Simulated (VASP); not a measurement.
# Tl (P-1) in VASP: single point with r2SCAN+rVV10

Aim: the single point of Tl with r2SCAN+rVV10.

All numbers are computed with VASP 6.6.1; they aren't measurements. Logs are shortened: lines on timing, memory, paths and dates and some standing lists are left out, and cuts for length are marked.

## (1) The cell of the first run

The typed cell holds 1 atom: a = 3.430 Å, b = 3.497 Å, c = 3.393 Å, α = 62.81°, β = 62.24°, γ = 60.73°.

## (2) Single point, r2SCAN+rVV10 (the cell strained at random)

POSCAR

```
Tl
1.0
   -0.0497500000      2.3799570000      2.4696960000
    2.4271860000     -0.0960370000      2.5159830000
    2.3992170000      2.3982760000     -0.0680680000
Tl
1
Direct
    0.0140700000      0.0123330000     -0.0222180000
```

INCAR.step1

```
SYSTEM = Tl
PREC     = Accurate       ! precision mode
ENCUT    = 520            ! plane-wave cutoff, eV
ISMEAR   = -1             ! smearing method
SIGMA    = 0.15           ! smearing width, eV
LREAL    = .FALSE.        ! projectors in reciprocal space
LASPH    = .TRUE.         ! aspherical terms in the spheres
NELM     = 100            ! most SCF steps
NBANDS   = 12             ! bands
GGA      = PE             ! functional
ALGO     = Normal         ! electronic algorithm
EDIFF    = 1E-4           ! SCF threshold, eV
LWAVE    = .TRUE.         ! write WAVECAR
LCHARG   = .FALSE.        ! write CHGCAR
```

INCAR.step2

```
SYSTEM = Tl
PREC     = Accurate       ! precision mode
ENCUT    = 520            ! plane-wave cutoff, eV
EDIFF    = 1E-6           ! SCF threshold, eV
ISMEAR   = -1             ! smearing method
SIGMA    = 0.15           ! smearing width, eV
LREAL    = .FALSE.        ! projectors in reciprocal space
LASPH    = .TRUE.         ! aspherical terms in the spheres
NELM     = 100            ! most SCF steps
ALGO     = Normal         ! electronic algorithm
ISIF     = 2              ! what is computed and relaxed
LWAVE    = .FALSE.        ! write WAVECAR
LCHARG   = .FALSE.        ! write CHGCAR
METAGGA  = R2SCAN         ! meta-GGA
LMIXTAU  = .TRUE.       
LUSE_VDW = .TRUE.       
IVDW_NL  = 2            
BPARAM   = 11.95        
CPARAM   = 0.0093       
NBANDS   = 12             ! bands
ISTART   = 1
```

KPOINTS

```
Automatic mesh
0
G
  9 9 9
  0 0 0
```

Potentials or basis: VASP PAW PBE potentials, release 64 (Tl_d).

Launch:

```
cat potpaw_PBE.64/Tl_d/POTCAR > POTCAR
cp INCAR.step1 INCAR
mpirun -np 1 vasp_std > vasp.out
cp INCAR.step2 INCAR
mpirun -np 1 vasp_std > vasp.out
```

OUTCAR:

```text
SYSTEM = Tl
   PREC = Accurate
   ENCUT = 520
   EDIFF = 1E-6
   ISMEAR = -1
   LREAL = .FALSE.
   LASPH = .TRUE.
   NELM = 100
   ISIF = 2
   METAGGA = R2SCAN
   IVDW_NL = 2
   BPARAM = 11.95
   ISTART = 1

 ion  position               nearest neighbor table
   1  0.014  0.012  0.978-

  Warning from LATTYP: Got some problem with cell dimensions!
  Tried to take original basis but could not verify dimensions!
  LATTYP: Found a triclinic cell.
 ALAT       =     6.0425279819
 B/A-ratio  =     0.5796508221
 C/A-ratio  =     0.5615237098
 COS(alpha) =     0.0001211106
 COS(beta)  =     0.2972191923
 COS(gamma) =     0.8585692289

  Lattice vectors:

 A1 = (  -4.9259030000,   2.4576750000,   2.4914770000)
 A2 = (  -2.4769360000,   2.4759940000,  -0.0462870000)
 A3 = (  -2.3992170000,  -2.3982760000,   0.0680680000)

Analysis of symmetry for initial positions (statically):
=====================================================================
 Subroutine PRICEL returns:
 Original cell was already a primitive cell.

 Routine SETGRP: Setting up the symmetry group for a
 triclinic supercell.

 Subroutine GETGRP returns: Found  2 space group operations
 (whereof  1 operations were pure point group operations)
 out of a pool of  2 trial point group operations.

The static configuration has the point symmetry C_1 .
 The point group associated with its full space group is S_2 .

Analysis of symmetry for dynamics (positions and initial velocities):
=====================================================================
 Subroutine PRICEL returns:
 Original cell was already a primitive cell.

 Routine SETGRP: Setting up the symmetry group for a
 triclinic supercell.

 Subroutine GETGRP returns: Found  2 space group operations
 (whereof  1 operations were pure point group operations)
 out of a pool of  2 trial point group operations.

The dynamic configuration has the point symmetry C_1 .
 The point group associated with its full space group is S_2 .

 Subroutine INISYM returns: Found  2 space group operations
 (whereof  1 operations are pure point group operations),
 and found     1 'primitive' translations

----------------------------------------------------------------------------------------

                                     Primitive cell

  volume of cell :      30.0047

  direct lattice vectors                    reciprocal lattice vectors
    -0.049750000  2.379957000  2.469696000    -0.200884544  0.206687574  0.201684116
     2.427186000 -0.096037000  2.515983000     0.202801808 -0.197367286  0.194281014
[... 92 lines left out ...]
   TEBEG  =    0.0;   TEEND  =   0.0 temperature during run
   PSTRESS=    0.0 pullay stress
   NELECT =      13.0000    total number of electrons
   NUPDOWN=      -1.0000    fix difference up-down
   EMIN   =  10.00;   EMAX   =-10.00  energy-range for DOS
   EFERMI =   0.00;   METHOD = LEGACY
   ISMEAR =    -1;   SIGMA  =   0.15  broadening in eV -4-tet -1-fermi 0-gaus
   EFERMI_NEDOS =   21; number of points for ismear=-14 and -15
   IALGO  =     38    algorithm
   IMIX   =      4    mixing-type and parameters
     AMIX     =   0.40;   BMIX     =  1.00
     AMIX_MAG =   1.60;   BMIX_MAG =  1.00
  volume/ion in A,a.u.               =      30.00       202.48
  Fermi-wavevector in a.u.,A,eV,Ry     =   1.238776  2.340947 20.879035  1.534566
  Thomas-Fermi vector in A             =   2.373287
   LORBIT       =      0    0 simple, 1 ext, 2 COOP (PROOUT), +10 PAW based schemes
   METAGGA = R2SCAN    functional components
   LHFCALC =     F    Hartree Fock is set to
   AEXX    =    0.0000 exact exchange contribution
   IVDW_NL    =     2    kernel type
   BPARAM     =11.9500
   IVDW    =     0    specifies the selected vdW correction
   LEPSILON=     F    determine dielectric tensor
   LRPA    =     F    only Hartree local field effects (RPA)
 non-spin polarized calculation
  energy-cutoff  :      520.00
  volume of cell :       30.00
 maximum number of plane-waves:       824
 NGX is ok and might be reduce to    28
   NGX = 13   NGY = 13   NGZ = 13

 number of electron      12.9999999 magnetization

 Free energy of the ion-electron system (eV)
  ---------------------------------------------------
  ext. energy  EPLUGINS =         0.00000000
  ---------------------------------------------------
  free energy    TOTEN  =       -52.81531671 eV

  energy without entropy =      -52.77485179  energy(sigma->0) =      -52.79508425

 E-fermi :   6.0160     XC(G=0): -10.5981

 val. band max:        6.0032029415   @ k =  -0.4444  -0.2222   0.3333
 cond. band min:       6.0164852318   @ k =   0.4444  -0.4444   0.2222
 fundamental gap:      0.0132822903
 Fermi energy:         6.0159747565

 k-point     1 :       0.0000    0.0000    0.0000
  band No.  band energies     occupation
      1      -6.1389      2.00000
      2      -6.0760      2.00000
      3      -6.0025      2.00000
      4      -5.8420      2.00000
      5      -5.7731      2.00000
      6      -4.1124      2.00000
      7      15.4794      0.00000
      8      16.0882      0.00000
      9      16.7187      0.00000
     10      17.9892      0.00000
     11      20.0523      0.00000
     12      20.8768      0.00000
[... 331 lines left out ...]
 k-point    24 :       0.0000    0.3333    0.0000
  band No.  band energies     occupation
      1      -6.2076      2.00000
      2      -6.0934      2.00000
      3      -5.9677      2.00000
      4      -5.6934      2.00000
      5      -5.6608      2.00000
      6      -1.8032      2.00000
      7       6.1818      0.49732
      8      14.6275      0.00000
      9      15.3185      0.00000
     10      17.5361      0.00000
     11      19.2001      0.00000
     12      20.3902      0.00000

 [... further k-points ...]

------------------------ aborting loop because EDIFF is reached ----------------------------------------

  FORCE on cell =-STRESS in cart. coord.  units (eV):
  Direction    XX          YY          ZZ          XY          YZ          ZX
  --------------------------------------------------------------------------------------
  -------------------------------------------------------------------------------------
  Total       -0.1705770     -0.1594573     -0.2243451      0.0400227      0.0370932     -0.0172163
  in kB       -9.1083843     -8.5146249    -11.9794716      2.1371114      1.9806830     -0.9193058
  external PRESSURE =      -9.8674936 kB  Pullay stress =       0.0000000 kB

 VOLUME and BASIS-vectors are now :
 -----------------------------------------------------------------------------
  energy-cutoff  :      520.00
  volume of cell :       30.00
      direct lattice vectors                 reciprocal lattice vectors
    -0.049750000  2.379957000  2.469696000    -0.200884544  0.206687574  0.201684116
     2.427186000 -0.096037000  2.515983000     0.202801808 -0.197367286  0.194281014
     2.399217000  2.398276000 -0.068068000     0.207471140  0.203953965 -0.192363747

 POSITION                                       TOTAL-FORCE (eV/Angst)
 -----------------------------------------------------------------------------------
      2.37515      2.37729     -0.00078         0.000000      0.000000     -0.000000
 -----------------------------------------------------------------------------------
    total drift:                               -0.000006      0.000017     -0.000006

  FREE ENERGIE OF THE ION-ELECTRON SYSTEM (eV)
  ---------------------------------------------------
  free  energy   TOTEN  =       -52.8153167055 eV

  energy  without entropy=      -52.7748517930  energy(sigma->0) =      -52.79508425
```

Wall time 4.6 min (1 thread of Intel Xeon Platinum 8488C (Sapphire Rapids), shared host); peak memory 0.36 GiB.

What came out:

```
Free energy            : -52.8153 eV
Pressure               : -1.0 GPa
Band gap on the k mesh : zero (an odd number of electrons rules out a gap without spin polarisation)
```

Caveat: the cell differs from its parent crystal (the cell strained at random); the PAW data sets were made with another functional, which shifts forces and pressure a little; spin-orbit coupling is left out, which moves the levels of the heavy elements.
